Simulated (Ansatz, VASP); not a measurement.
**C: VASP beside Ansatz**

```
C
1.0
     2.52628    0.00000    0.00000
    -1.26314    2.18782    0.00000
     0.00000    0.00000    3.66127
C
2
Direct
  0.34270 0.68541 0.00000
  0.65730 0.31459 0.00000
```

Change from the starting cell: mode 6 frozen in at +0.040 Å, equal normal strain along x, y and z +0.0250.

Alike in both runs: task single point; functional PBE; dispersion D3(BJ); k mesh 21 × 21 × 12; occupations gaussian, width 0.15 eV; no spin polarisation.

```csv
,VASP,Ansatz
version,VASP 6.6.1,Ansatz 0.2.0
potentials or method,"VASP PAW PBE potentials, release 64 (C), cutoff 520 eV","scalar-relativistic, plane waves, PAW"
valence electrons in the cell,8,8
```

VASP gave:

| Property | Result |
| --- | --- |
| gap on the k mesh at the Fermi level (eV) | none |
| pressure (GPa) | -14.6 |
| traceless stress, the component that is largest in VASP (GPa) | 14.16 |
| rms of the force components (eV/Å) | 2.291 |

**Question.** Which values does Ansatz return?

**Answer.** gap on the k mesh at the Fermi level (eV): none; pressure (GPa): -14.9; traceless stress, the component that is largest in VASP (GPa): 14.55; rms of the force components (eV/Å): 2.282.

Atom by atom the forces differ by 0.009 eV/Å (rms over components). A gap of «none» marks a metal or a gap that the smearing closes.
